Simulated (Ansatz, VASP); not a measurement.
# One calculation of AgCl, two programs

INCAR

```
SYSTEM = AgCl
PREC = Accurate
ENCUT = 520
EDIFF = 1E-7
ISMEAR = -1
SIGMA = 0.02
LREAL = .FALSE.
LASPH = .TRUE.
NELM = 80
ALGO = Normal
ISIF = 2
LWAVE = .FALSE.
LCHARG = .FALSE.
GGA = PE
NBANDS = 16
```

File KPOINTS:

```
regular mesh
0
G
  9 9 9
  0 0 0
```

File POSCAR:

```
AgCl
1.0
    0.0000000000      2.8053350663      2.8053350663
    2.8053350663      0.0000000000      2.8053350663
    2.8053350663      2.8053350663      0.0000000000
Ag Cl
1 1
Direct
    0.0000000000      0.0000000000      0.0000000000
    0.5000000000      0.5000000000      0.5000000000
```

Input for Ansatz:

```yaml
crystal:
  lattice:
    - [0.0, 2.8053350663, 2.8053350663]
    - [2.8053350663, 0.0, 2.8053350663]
    - [2.8053350663, 2.8053350663, 0.0]
  atoms:
    - { symbol: Ag, position: [0.0, 0.0, 0.0] }
    - { symbol: Cl, position: [0.5, 0.5, 0.5] }
kpoints:
  mp_grid: { grid: [9, 9, 9] }
  band_path:
    path:
      - [0.0, 0.0, 0.0]
      - [0.5, 0.0, 0.5]
      - [0.625, 0.25, 0.625]
      - [0.375, 0.375, 0.75]
      - [0.0, 0.0, 0.0]
      - [0.5, 0.5, 0.5]
      - [0.5, 0.25, 0.75]
      - [0.5, 0.0, 0.5]
    npoints: 8
scf:
  occupations: { method: fermi_dirac, width: 0.02 }
hamiltonian:
  xc: pbe
  pseudopotentials:
    kind: all_electron
    lapw: { basis_error: 0.0005 }
    relativity: none
output:
  forces: true
  stress: true
  eigenvalues: true
  populations: true
```

Alike in both runs: task single point; functional PBE; k mesh 9 × 9 × 9; occupations fermi-dirac, width 0.02 eV; no spin polarisation.

```csv
,VASP,Ansatz
version,VASP 6.6.1,Ansatz 0.2.0
potentials or method,"VASP PAW PBE potentials, release 64 (Ag, Cl), cutoff 520 eV","all-electron LAPW, non-relativistic"
```

Ansatz gave:

- gap on the k mesh at the Fermi level (eV): 1.71
- pressure (GPa): 1.8

Which values does VASP return?

gap on the k mesh at the Fermi level (eV): 0.96; pressure (GPa): -0.1.

One of these differences is far larger than is usual between the two programs; its cause wasn't traced. Ansatz ran all-electron here, and VASP with PAW potentials.
